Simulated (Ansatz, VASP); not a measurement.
# One calculation of SnO, two programs

The input INCAR:

```
SYSTEM = SnO
PREC = Accurate ; ENCUT = 520
EDIFF = 1E-6 ; ISMEAR = -1
SIGMA = 0.01 ; LREAL = .FALSE.
LASPH = .TRUE. ; NELM = 60
ALGO = Normal ; ISIF = 2
LWAVE = .FALSE. ; LCHARG = .FALSE.
GGA = PE ; NBANDS = 28
```

KPOINTS

```
regular mesh
0
G
  8 8 6
  0 0 0
```

File POSCAR:

```
SnO
1.0
    3.8020000000      0.0000000000      0.0000000000
    0.0000000000      3.8020000000      0.0000000000
    0.0000000000      0.0000000000      4.7392800000
Sn O
2 2
Direct
    0.0000000000      0.5000000000      0.2385000000
    0.5000000000      0.0000000000      0.7615000000
    0.0000000000      0.0000000000      0.0000000000
    0.5000000000      0.5000000000      0.0000000000
```

Input for Ansatz:

```yaml
crystal:
  lattice:
    - [3.802, 0.0, 0.0]
    - [0.0, 3.802, 0.0]
    - [0.0, 0.0, 4.73928]
  atoms:
    - { symbol: Sn, position: [0.0, 0.5, 0.2385] }
    - { symbol: Sn, position: [0.5, 0.0, 0.7615] }
    - { symbol: O, position: [0.0, 0.0, 0.0] }
    - { symbol: O, position: [0.5, 0.5, 0.0] }
kpoints:
  mp_grid: { grid: [8, 8, 6] }
  band_path:
    path:
      - [0.0, 0.0, 0.0]
      - [0.0, 0.5, 0.0]
      - [0.5, 0.5, 0.0]
      - [0.0, 0.0, 0.0]
      - [0.0, 0.0, 0.5]
      - [0.0, 0.5, 0.5]
      - [0.5, 0.5, 0.5]
      - [0.0, 0.0, 0.5]
      - [0.0, 0.5, 0.0]
    npoints: 5
scf:
  occupations: { method: fermi_dirac, width: 0.01 }
hamiltonian:
  xc: pbe
  pseudopotentials: { kind: all_electron, lapw: { basis_error: 0.001 } }
output:
  forces: true
  stress: true
  eigenvalues: true
```

Change from the starting cell: zz strain of -2 %.

Alike in both runs: task single point; functional PBE; k mesh 8 × 8 × 6; occupations fermi-dirac, width 0.01 eV; no spin polarisation.

|  | VASP | Ansatz |
| --- | --- | --- |
| version | VASP 6.6.1 | Ansatz 0.2.0 |
| potentials or method | VASP PAW PBE potentials, release 64 (Sn_d, O), cutoff 520 eV | all-electron LAPW, scalar-relativistic |

```tsv
	VASP	Ansatz	Ansatz less VASP
pressure (GPa)	6.3	6.0	-0.30
traceless stress, the component that is largest in VASP (GPa)	-0.21	-0.20	+0.005
rms of the force components (eV/Å)	0.329	0.291	-0.0379
```

Atom by atom the forces differ by 0.038 eV/Å (rms over components). Ansatz ran all-electron here, and VASP with PAW potentials.
